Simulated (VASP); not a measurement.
A run of VASP 6.6.1 is set up as follows.

The input INCAR:

```
PREC = Accurate
ENCUT = 520
EDIFF = 1E-6
ISMEAR = 0
SIGMA = 0.1
LREAL = False
LASPH = True
NELM = 80
ALGO = Normal
ISIF = 2
LWAVE = False
LCHARG = True
GGA = PE
LELF = True
LVHAR = True
NBANDS = 31
```

File KPOINTS:

```
Automatic mesh
0
Gamma
  6 6 6
```

The input POSCAR:

```
SiMo3
1.0
    3.8674625842      0.0000000000      0.0000000000
    0.0000000000      3.8674625842      0.0000000000
    0.0000000000      0.0000000000      3.8674625842
Si Mo
1 3
Direct
    0.0000000000      0.0000000000      0.0000000000
    0.0000000000      0.5000000000      0.5000000000
    0.5000000000      0.0000000000      0.5000000000
    0.5000000000      0.5000000000      0.0000000000
```

Potentials or basis: VASP PAW PBE potentials, release 64 (Si, Mo_sv).

Launch:

```sh
$ cat potpaw_PBE.64/Si/POTCAR potpaw_PBE.64/Mo_sv/POTCAR > POTCAR
$ mpirun -np 1 vasp_std > vasp.out
```

(1) Estimate the band gap on the k mesh.

(2) What does it give for the pressure?

Answers

(1) zero (bands 23 and 24 overlap by 1.20 eV).

(2) 9.9 GPa.

Caveat: the cell stands under pressure.
